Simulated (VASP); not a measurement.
# AlRu (NiAs type) (P6_3/mmc) in VASP: notebook

AlRu (NiAs type) is run at these levels: PBE; tasks: single point, relaxation of shape and atoms at fixed volume.

All numbers are computed with VASP 6.6.1; they aren't measurements. Logs are shortened: lines on timing, memory, paths and dates and some standing lists are left out, and cuts for length are marked.

## Step 1: The cell of the first run

It takes space group P6_3/mmc (No. 194, hexagonal). Conventional cell: a = 2.894 Å, b = 2.894 Å, c = 7.793 Å, α = 90.00°, β = 90.00°, γ = 120.00°. Within 3.4 Å of Ru (site symmetry -3m) lie 6 Al at 2.57 Å and 6 Ru at 2.89 Å. Within 3.4 Å of Al (site symmetry -6m2) lie 6 Ru at 2.57 Å and 6 Al at 2.89 Å.

## Step 2: Single point, PBE

The input, INCAR:

```
PREC = Accurate
ENCUT = 520
EDIFF = 1E-7
ISMEAR = -1
SIGMA = 0.08
LREAL = F
LASPH = T
NELM = 60
ALGO = Normal
ISIF = 2
LWAVE = F
LCHARG = T
GGA = PE
LELF = T
LVHAR = T
NBANDS = 25
```

The input, KPOINTS:

```
Automatic mesh
0
Gamma
  11 11 6
```

The input, POSCAR:

```
AlRu
1.0
    2.8938585491      0.0000000000      0.0000000000
   -1.4469292746      2.5061550185      0.0000000000
    0.0000000000      0.0000000000      7.7926534021
Ru Al
2 2
Direct
    0.0000000000      0.0000000000      0.0000000000
    0.0000000000      0.0000000000      0.5000000000
    0.3333333333      0.6666666667      0.2500000000
    0.6666666667      0.3333333333      0.7500000000
```

Potentials or basis: VASP PAW PBE potentials, release 64 (Ru_pv, Al).

On the command line:

```
$ cat potpaw_PBE.64/Ru_pv/POTCAR potpaw_PBE.64/Al/POTCAR > POTCAR
$ mpirun -np 1 vasp_std > vasp.out
```

OUTCAR:

```text
PREC = Accurate
   ENCUT = 520
   EDIFF = 1E-7
   ISMEAR = -1
   LREAL = F
   LASPH = T
   NELM = 60
   ISIF = 2
   GGA = PE

 ion  position               nearest neighbor table
   1  0.000  0.000  0.000-   3 2.57   4 2.57   4 2.57   3 2.57   4 2.57   3 2.57
   2  0.000  0.000  0.500-   3 2.57   4 2.57   4 2.57   3 2.57   4 2.57   3 2.57
   3  0.333  0.667  0.250-   1 2.57   2 2.57   1 2.57   2 2.57   1 2.57   2 2.57
   4  0.667  0.333  0.750-   1 2.57   2 2.57   1 2.57   2 2.57   1 2.57   2 2.57

  LATTYP: Found a hexagonal cell.
 ALAT       =     2.8938585491
 C/A-ratio  =     2.6928245696

  Lattice vectors:

 A1 = (   2.8938585491,   0.0000000000,   0.0000000000)
 A2 = (  -1.4469292746,   2.5061550185,   0.0000000000)
 A3 = (   0.0000000000,   0.0000000000,   7.7926534021)

Analysis of symmetry for initial positions (statically):
=====================================================================
 Subroutine PRICEL returns:
 Original cell was already a primitive cell.

 Routine SETGRP: Setting up the symmetry group for a
 hexagonal supercell.

 Subroutine GETGRP returns: Found 24 space group operations
 (whereof 12 operations were pure point group operations)
 out of a pool of 24 trial point group operations.

The static configuration has the point symmetry D_3d.
 The point group associated with its full space group is D_6h.

Analysis of symmetry for dynamics (positions and initial velocities):
=====================================================================
 Subroutine PRICEL returns:
 Original cell was already a primitive cell.

 Routine SETGRP: Setting up the symmetry group for a
 hexagonal supercell.

 Subroutine GETGRP returns: Found 24 space group operations
 (whereof 12 operations were pure point group operations)
 out of a pool of 24 trial point group operations.

The dynamic configuration has the point symmetry D_3d.
 The point group associated with its full space group is D_6h.

 Subroutine INISYM returns: Found 24 space group operations
 (whereof 12 operations are pure point group operations),
 and found     1 'primitive' translations

----------------------------------------------------------------------------------------

                                     Primitive cell

  volume of cell :      56.5159

  direct lattice vectors                    reciprocal lattice vectors
     2.893858549  0.000000000  0.000000000     0.345559392  0.199508808  0.000000000
    -1.446929275  2.506155018  0.000000000     0.000000000  0.399017616  0.000000000
     0.000000000  0.000000000  7.792653402     0.000000000  0.000000000  0.128325995

  length of vectors
     2.893858549  2.893858549  7.792653402     0.399017616  0.399017616  0.128325995

  position of ions in fractional coordinates (direct lattice)
     0.000000000  0.000000000  0.000000000
     0.000000000  0.000000000  0.500000000
     0.333333333  0.666666667  0.250000000
     0.666666667  0.333333333  0.750000000

  ion indices of the primitive-cell ions
   primitive index   ion index
                 1           1
                 2           2
                 3           3
                 4           4

----------------------------------------------------------------------------------------

 KPOINTS: Automatic mesh

Automatic generation of k-mesh.
 Grid dimensions read from file:
 generate k-points for:   11   11    6

 Generating k-lattice:

  Cartesian coordinates                     Fractional coordinates (reciprocal lattice)
     0.031414490  0.018137164  0.000000000     0.090909091  0.000000000  0.000000000
     0.000000000  0.036274329  0.000000000     0.000000000  0.090909091  0.000000000
     0.000000000  0.000000000  0.021387666     0.000000000  0.000000000  0.166666667

  Length of vectors
     0.036274329  0.036274329  0.021387666

  Shift w.r.t. Gamma in fractional coordinates (k-lattice)
     0.000000000  0.000000000  0.000000000

 Subroutine IBZKPT returns following result:
 ===========================================

 Found     64 irreducible k-points:

 Following reciprocal coordinates:
            Coordinates               Weight
  0.000000  0.000000  0.000000      1.000000
  0.090909 -0.000000  0.000000      6.000000
  0.181818  0.000000  0.000000      6.000000
  0.272727  0.000000  0.000000      6.000000
  0.363636  0.000000  0.000000      6.000000
  0.454545  0.000000  0.000000      6.000000
[... 16 lines left out ...]
  0.090909  0.090909  0.166667     12.000000
  0.181818  0.090909  0.166667     24.000000
 [... further k-points ...]
   k-points           NKPTS =     64   k-points in BZ     NKDIM =     64   number of bands    NBANDS=     25
   number of dos      NEDOS =    301   number of ions     NIONS =      4
   total plane-waves  NPLWV =  34560
   dimension x,y,z NGX =    24 NGY =   24 NGZ =   60
   dimension x,y,z NGXF=    48 NGYF=   48 NGZF=  120
   ions per type =               2   2
   NGX,Y,Z   is equivalent  to a cutoff of  13.79, 13.79, 12.80 a.u.
   NGXF,Y,Z  is equivalent  to a cutoff of  27.57, 27.57, 25.60 a.u.
 SYSTEM =  unknown system
   PREC   = accura    normal or accurate (medium, high low for compatibility)
   ISTART =      0    job   : 0-new  1-cont  2-samecut
   ICHARG =      2    charge: 1-file 2-atom 10-const
   ISPIN  =      1    spin polarized calculation?
   LNONCOLLINEAR =      F non collinear calculations
   LSORBIT =      F    spin-orbit coupling
   LASPH  =      T    aspherical Exc in radial PAW
   ENCUT  =  520.0 eV  38.22 Ry    6.18 a.u.   5.38  5.38 14.49*2*pi/ulx,y,z
   NELM   =     60;   NELMIN=  2; NELMDL= -5     # of ELM steps
   EDIFF  = 0.1E-06   stopping-criterion for ELM
   LREAL  =      F    real-space projection
   EDIFFG = 0.1E-05   stopping-criterion for IOM
   NSW    =      0    number of steps for IOM
   IBRION =     -1    ionic relax: 0-MD 1-quasi-New 2-CG
   NFREE  =      0    steps in history (QN), initial steepest desc. (CG)
   ISIF   =      2    stress and relaxation
   ISYM   =      2    0-nonsym 1-usesym 2-fastsym
   POTIM  = 0.5000    time-step for ionic-motion
   TEBEG  =    0.0;   TEEND  =   0.0 temperature during run
   PSTRESS=    0.0 pullay stress
   NELECT =      34.0000    total number of electrons
   NUPDOWN=      -1.0000    fix difference up-down
   EMIN   =  10.00;   EMAX   =-10.00  energy-range for DOS
   EFERMI =   0.00;   METHOD = LEGACY
   ISMEAR =    -1;   SIGMA  =   0.08  broadening in eV -4-tet -1-fermi 0-gaus
   EFERMI_NEDOS =   21; number of points for ismear=-14 and -15
   IALGO  =     38    algorithm
   IMIX   =      4    mixing-type and parameters
     AMIX     =   0.40;   BMIX     =  1.00
     AMIX_MAG =   1.60;   BMIX_MAG =  1.00
  volume/ion in A,a.u.               =      14.13        95.35
  Fermi-wavevector in a.u.,A,eV,Ry     =   1.382009  2.611619 25.986440  1.909949
  Thomas-Fermi vector in A             =   2.506740
   LORBIT       =      0    0 simple, 1 ext, 2 COOP (PROOUT), +10 PAW based schemes
   GGA     = PE    functional components
   LHFCALC =     F    Hartree Fock is set to
   AEXX    =    0.0000 exact exchange contribution
   IVDW    =     0    specifies the selected vdW correction
   LEPSILON=     F    determine dielectric tensor
   LRPA    =     F    only Hartree local field effects (RPA)
 non-spin polarized calculation
  energy-cutoff  :      520.00
  volume of cell :       56.52
 maximum number of plane-waves:      1565
 NGX is ok and might be reduce to    24
   NGX = 11   NGY = 11   NGZ = 29

 number of electron      34.0000003 magnetization

 Free energy of the ion-electron system (eV)
  ---------------------------------------------------
  ext. energy  EPLUGINS =         0.00000000
  ---------------------------------------------------
  free energy    TOTEN  =       -27.84866773 eV

  energy without entropy =      -27.80364880  energy(sigma->0) =      -27.82615827

 E-fermi :  10.1835     XC(G=0): -12.2776

 val. band max:       10.1734434678   @ k =   0.2727   0.1818   0.1667
 cond. band min:      10.1962064086   @ k =   0.0000   0.0000   0.1667
 fundamental gap:      0.0227629409
 Fermi energy:        10.1835457932

 k-point     1 :       0.0000    0.0000    0.0000
  band No.  band energies     occupation
      1     -31.8677      2.00000
      2     -31.8529      2.00000
      3     -31.8288      2.00000
      4     -31.8288      2.00000
      5     -31.8285      2.00000
      6     -31.8285      2.00000
[... 17 lines left out ...]
     24      22.0551      0.00000
     25      22.1656      0.00000

 k-point     2 :       0.0909   -0.0000    0.0000
  band No.  band energies     occupation
      1     -31.8628      2.00000
      2     -31.8604      2.00000
      3     -31.8598      2.00000
      4     -31.8484      2.00000
      5     -31.8364      2.00000
      6     -31.8360      2.00000
[... 17 lines left out ...]
     24      21.1173      0.00000
     25      21.2485      0.00000

 k-point     3 :       0.1818    0.0000    0.0000
  band No.  band energies     occupation
      1     -31.9442      2.00000
      2     -31.9434      2.00000
      3     -31.8565      2.00000
      4     -31.8561      2.00000
      5     -31.8497      2.00000
      6     -31.8363      2.00000
[... 17 lines left out ...]
     24      19.8136      0.00000
     25      20.9375      0.00000

 k-point     4 :       0.2727    0.0000    0.0000
  band No.  band energies     occupation
      1     -32.0528      2.00000
      2     -32.0515      2.00000
      3     -31.8827      2.00000
      4     -31.8823      2.00000
      5     -31.8326      2.00000
      6     -31.8204      2.00000
[... 17 lines left out ...]
     24      18.6807      0.00000
     25      20.6002      0.00000
[... 477 lines left out ...]
 k-point    22 :       0.4545    0.0000    0.1667
  band No.  band energies     occupation
      1     -32.2092      2.00000
      2     -32.2076      2.00000
      3     -31.9209      2.00000
      4     -31.9206      2.00000
      5     -31.8067      2.00000
      6     -31.7977      2.00000
[... 17 lines left out ...]
     24      17.0673      0.00000
     25      17.3548      0.00000

 k-point    23 :       0.0909    0.0909    0.1667
  band No.  band energies     occupation
      1     -31.9161      2.00000
      2     -31.9154      2.00000
      3     -31.8530      2.00000
      4     -31.8520      2.00000
      5     -31.8517      2.00000
      6     -31.8410      2.00000
[... 17 lines left out ...]
     24      20.0940      0.00000
     25      20.3888      0.00000

 k-point    24 :       0.1818    0.0909    0.1667
  band No.  band energies     occupation
      1     -32.0075      2.00000
      2     -32.0065      2.00000
      3     -31.8800      2.00000
      4     -31.8796      2.00000
      5     -31.8379      2.00000
      6     -31.8270      2.00000
[... 17 lines left out ...]
     24      18.5739      0.00000
     25      19.5011      0.00000

 [... further k-points ...]
[... 5 lines left out ...]
  --------------------------------------------------------------------------------------
  -------------------------------------------------------------------------------------
  Total       -0.0212306     -0.0212306     -0.0174101      0.0000000      0.0000000     -0.0000000
  in kB       -0.6018701     -0.6018701     -0.4935611      0.0000000      0.0000000     -0.0000000
  external PRESSURE =      -0.5657671 kB  Pullay stress =       0.0000000 kB

 VOLUME and BASIS-vectors are now :
 -----------------------------------------------------------------------------
  energy-cutoff  :      520.00
  volume of cell :       56.52
      direct lattice vectors                 reciprocal lattice vectors
     2.893858549  0.000000000  0.000000000     0.345559392  0.199508808  0.000000000
    -1.446929275  2.506155018  0.000000000     0.000000000  0.399017616  0.000000000
     0.000000000  0.000000000  7.792653402     0.000000000  0.000000000  0.128325995

 POSITION                                       TOTAL-FORCE (eV/Angst)
 -----------------------------------------------------------------------------------
      0.00000      0.00000      0.00000         0.000000      0.000000     -0.000000
      0.00000      0.00000      3.89633         0.000000      0.000000     -0.000000
     -0.00000      1.67077      1.94816         0.000000     -0.000000     -0.000000
      1.44693      0.83539      5.84449        -0.000000     -0.000000      0.000000
 -----------------------------------------------------------------------------------
    total drift:                               -0.000000      0.000000      0.000000

  FREE ENERGIE OF THE ION-ELECTRON SYSTEM (eV)
  ---------------------------------------------------
  free  energy   TOTEN  =       -27.8486677287 eV

  energy  without entropy=      -27.8036488035  energy(sigma->0) =      -27.82615827
```

Run time: 89 s. Hardware: 1 thread of Intel Xeon 8259CL, shared host; peak memory 0.23 GiB.

What came out:

```
Free energy            : -27.8487 eV
Pressure               : -0.1 GPa
Band gap on the k mesh : zero (bands 17 and 18 overlap by 2.64 eV)
```

## Step 3: Single point, PBE (14.13 Å³/atom)

The input, INCAR:

```
  PREC = Accurate
  ENCUT = 520
  EDIFF = 1E-6
  ISMEAR = -1
  SIGMA = 0.08
  LREAL = False
  LASPH = True
  NELM = 100
  ALGO = Normal
  ISIF = 2
  LWAVE = False
  LCHARG = False
  GGA = PE
  NBANDS = 25
```

The input, KPOINTS:

```
regular mesh
0
Gamma
  11 11 6
```

POSCAR: that of step 2 with these lines changed.

```diff
@@ -4,3 +4,3 @@
    -1.4469292746      2.5061550185      0.0000000000
-    0.0000000000      0.0000000000      7.7926534021
+    0.0000000000      0.0000000000      7.7926534022
 Ru Al
```

Potentials or basis: VASP PAW PBE potentials, release 64 (Ru_pv, Al).

On the command line:

```
$ cat potpaw_PBE.64/Ru_pv/POTCAR potpaw_PBE.64/Al/POTCAR > POTCAR
$ mpirun -np 1 vasp_std > vasp.out
```

It took 77 s on 1 thread of Intel Xeon 8259CL, shared host; peak memory 0.23 GiB.

The run converged. Its results:

```
Free energy            : -27.8487 eV
Pressure               : -0.1 GPa
Band gap on the k mesh : zero (bands 17 and 18 overlap by 2.64 eV)
```

Levels at points of the mesh, in eV from the Fermi level:
```csv
k point,band 15,band 16,band 17,band 18,band 19,band 20
"(0.00, 0.00, 0.00)",-1.63,-0.26,-0.26,0.03,0.03,0.12
"(0.00, 0.00, 0.50)",-1.18,-1.18,-0.12,-0.12,-0.12,-0.12
```

## Step 4: Single point, PBE

The input, INCAR:

```
SYSTEM = AlRu
PREC = Accurate
ENCUT = 520
EDIFF = 1E-7
ISMEAR = -1
SIGMA = 0.08
LREAL = .FALSE.
LASPH = .TRUE.
NELM = 100
ALGO = Normal
ISIF = 2
LWAVE = .FALSE.
LCHARG = .FALSE.
GGA = PE
NBANDS = 25
```

The input, KPOINTS:

```
Automatic mesh
0
G
  11 11 6
  0 0 0
```

POSCAR is that of step 3.

On the command line:

```
$ cat potpaw_PBE.64/Ru_pv/POTCAR potpaw_PBE.64/Al/POTCAR > POTCAR
$ mpirun -np 1 vasp_std > vasp.out
```

Wall time 87 s (1 thread of Intel Xeon 8259CL, shared host); peak memory 0.23 GiB.

The run converged. Its results:

```yaml
Free_energy: -27.8487 eV
Pressure: -0.1 GPa
Band_gap_on_the_k_mesh: zero (bands 17 and 18 overlap by 2.64 eV)
```

Levels at points of the mesh, in eV from the Fermi level:
```
           k point  band 14  band 15  band 16  band 17  band 18  band 19  band 20  band 21
(0.00, 0.00, 0.00)    -1.63    -1.63    -0.26    -0.26     0.03     0.03     0.12     6.64
(0.00, 0.00, 0.50)    -1.65    -1.18    -1.18    -0.12    -0.12    -0.12    -0.12     8.50
```

(Continued in part 2 of 2.)
